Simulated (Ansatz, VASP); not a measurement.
## Two plane-wave programs on Ca

```
Ca
1.0
     3.44725    0.00000    0.00000
     0.00000    3.44725    0.00000
     0.00000    0.00000    3.49958
Ca
1
Cartesian
  0.0000 0.0000 0.0000
```

Alike in both runs: task single point; functional PBEsol; k mesh 10 × 10 × 10; occupations gaussian, width 0.1 eV; no spin polarisation.

```csv
,VASP,Ansatz
version,VASP 6.6.1,Ansatz 0.2.0
potentials or method,"VASP PAW PBE potentials, release 64 (Ca_sv), cutoff 520 eV","scalar-relativistic, plane waves, PAW"
valence electrons in the cell,10,10
```

|  | VASP | Ansatz | Ansatz less VASP |
| --- | --- | --- | --- |
| gap on the k mesh at the Fermi level (eV) | none | none | - |
| pressure (GPa) | -0.2 | -0.2 | +0.01 |
| traceless stress, the component that is largest in VASP (GPa) | -0.61 | -0.61 | +0.002 |

VASP's potentials were made for PBE, not for PBEsol. A gap of «none» marks a metal or a gap that the smearing closes.
